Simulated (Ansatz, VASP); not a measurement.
## One calculation of Sb, two programs

```
Sb
1.0
     3.16000    0.00000    0.00000
     0.00000    3.16000    0.00000
     0.00000    0.00000    3.16000
Sb
1
Direct
  0.00000 0.00000 0.00000
```

Alike in both runs: task single point; functional PBE; k mesh 14 × 14 × 14; occupations gaussian, width 0.1 eV; no spin polarisation.

|  | VASP | Ansatz |
| --- | --- | --- |
| version | VASP 6.6.1 | Ansatz 0.2.0 |
| potentials or method | VASP PAW PBE potentials, release 64 (Sb), cutoff 520 eV | scalar-relativistic, plane waves, PAW |
| valence electrons in the cell | 5 | 15 |

|  | VASP | Ansatz | Ansatz less VASP |
| --- | --- | --- | --- |
| gap on the k mesh at the Fermi level (eV) | none | none | - |
| pressure (GPa) | -2.4 | -2.3 | +0.04 |

A gap of «none» marks a metal or a gap that the smearing closes. VASP's potentials hold 5 valence electrons a cell and Ansatz's 15, so a difference there can come from the potentials and not from the codes.

Spin-orbit coupling is off throughout.
